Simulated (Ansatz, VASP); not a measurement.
## Cs: VASP beside Ansatz

File INCAR:

```
SYSTEM = Cs
PREC = Accurate ; ENCUT = 600
EDIFF = 1E-6 ; ISMEAR = -1
SIGMA = 0.05 ; LREAL = .FALSE.
LASPH = .TRUE. ; NELM = 80
ALGO = Normal ; ISIF = 3
LWAVE = .FALSE. ; LCHARG = .FALSE.
GGA = PS ; IBRION = 2
NSW = 80 ; EDIFFG = -0.005
```

File KPOINTS:

```
Automatic mesh
0
G
  6 6 6
  0 0 0
```

File POSCAR:

```
Cs
1.0
    0.0000000000      3.9483357400      3.9483357400
    3.9483357400      0.0000000000      3.9483357400
    3.9483357400      3.9483357400      0.0000000000
Cs
1
Direct
    0.0000000000      0.0000000000      0.0000000000
```

Contents of input.yaml:

```yaml
crystal:
  lattice:
    - [0.0, 3.94833574, 3.94833574]
    - [3.94833574, 0.0, 3.94833574]
    - [3.94833574, 3.94833574, 0.0]
  atoms:
    - { symbol: Cs, position: [0.0, 0.0, 0.0] }
kpoints:
  mp_grid: { grid: [6, 6, 6] }
scf:
  occupations: { method: fermi_dirac, width: 0.05 }
hamiltonian:
  xc: pbesol
  pseudopotentials: { kind: all_electron, lapw: { basis_error: 0.001 } }
output:
  forces: true
  stress: true
relax:
  f_tol: 0.005
  max_steps: 60
  cell: {}
```

Alike in both runs: task relaxation of cell and atoms; functional PBEsol; k mesh 6 × 6 × 6; occupations fermi-dirac, width 0.05 eV; no spin polarisation.

```csv
,VASP,Ansatz
version,VASP 6.6.1,Ansatz 0.2.0
potentials or method,"VASP PAW PBE potentials, release 64 (Cs_sv), cutoff 600 eV","all-electron LAPW, scalar-relativistic"
```

```tsv
	VASP	Ansatz	Ansatz less VASP
relaxed volume (Å³/atom)	110.12	110.80	+0.683
relaxed cell length with the largest relative difference (Å)	5.380	5.391	+0.0111
```

VASP's potentials were made for PBE, not for PBEsol. Ansatz ran all-electron here, and VASP with PAW potentials.

Spin-orbit coupling is off throughout.
